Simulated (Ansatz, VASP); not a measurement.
TaF3: VASP beside Ansatz

Contents of POSCAR:

```
TaF3
1.0
    3.9012000000      0.0000000000      0.0000000000
    0.0000000000      3.9012000000      0.0000000000
    0.0000000000      0.0000000000      3.9012000000
Ta F
1 3
Direct
    0.0000000000      0.0000000000      0.0000000000
    0.0000000000      0.0000000000      0.5000000000
    0.0000000000      0.5000000000      0.0000000000
    0.5000000000      0.0000000000      0.0000000000
```

File INCAR.step1:

```
SYSTEM = TaF3
PREC     = Accurate       ! precision mode
ENCUT    = 520            ! plane-wave cutoff, eV
EDIFF    = 1E-5           ! SCF threshold, eV
ISMEAR   = -1             ! smearing method
SIGMA    = 0.05           ! smearing width, eV
LREAL    = .False.        ! projectors in reciprocal space
LASPH    = .True.         ! aspherical terms in the spheres
NELM     = 100            ! most SCF steps
ALGO     = Normal         ! electronic algorithm
ISIF     = 2              ! what is computed and relaxed
LWAVE    = .True.         ! write WAVECAR
LCHARG   = .False.        ! write CHGCAR
GGA      = PE             ! functional
NBANDS   = 24             ! bands
```

Contents of INCAR.step2:

```
SYSTEM = TaF3
PREC     = Accurate       ! precision mode
ENCUT    = 520            ! plane-wave cutoff, eV
EDIFF    = 1E-6           ! SCF threshold, eV
ISMEAR   = -1             ! smearing method
SIGMA    = 0.05           ! smearing width, eV
LREAL    = .False.        ! projectors in reciprocal space
LASPH    = .True.         ! aspherical terms in the spheres
NELM     = 100            ! most SCF steps
ALGO     = Normal         ! electronic algorithm
ISIF     = 2              ! what is computed and relaxed
LWAVE    = .False.        ! write WAVECAR
LCHARG   = .False.        ! write CHGCAR
GGA      = PE             ! functional
LHFCALC  = .True.         ! exact exchange
AEXX     = 1.0            ! exact-exchange fraction
ALDAC    = 0.0          
AGGAC    = 0.0          
PRECFOCK = Normal       
ISTART   = 1            
NBANDS   = 24             ! bands
```

KPOINTS

```
Automatic mesh
0
Gamma
  4 4 4
  0 0 0
```

The input input:

```
crystal:
  lattice:
    - [3.9012, 0.0, 0.0]
    - [0.0, 3.9012, 0.0]
    - [0.0, 0.0, 3.9012]
  atoms:
    - { symbol: Ta, position: [0.0, 0.0, 0.0] }
    - { symbol: F, position: [0.0, 0.0, 0.5] }
    - { symbol: F, position: [0.0, 0.5, 0.0] }
    - { symbol: F, position: [0.5, 0.0, 0.0] }
hamiltonian:
  xc: hf
  pseudopotentials: { kind: paw }
kpoints:
  mp_grid: { grid: [4, 4, 4] }
scf:
  occupations: { method: fermi_dirac, width: 0.05 }
output:
  forces: true
  stress: true
  eigenvalues: true
```

Alike in both runs: task single point; functional HF; k mesh 4 × 4 × 4; occupations fermi-dirac, width 0.05 eV; no spin polarisation.

```csv
,VASP,Ansatz
version,VASP 6.6.1,Ansatz 0.2.0
potentials or method,"VASP PAW PBE potentials, release 64 (Ta_pv, F)",Ansatz PAW
plane-wave cutoff (eV),520,420
valence electrons in the cell,32,34
```

```csv
,VASP,Ansatz,Ansatz less VASP
gap on the k mesh at the Fermi level (eV),none,none,-
pressure (GPa),24.4,24.1,-0.38
```

VASP's potentials were made for PBE, not for HF. A gap of «none» marks a metal or a gap that the smearing closes. VASP's potentials hold 32 valence electrons a cell and Ansatz's 34, so a difference there can come from the potentials and not from the codes.

The k mesh is coarse, so the values compare programs but aren't converged. Neither program's run includes spin-orbit coupling.
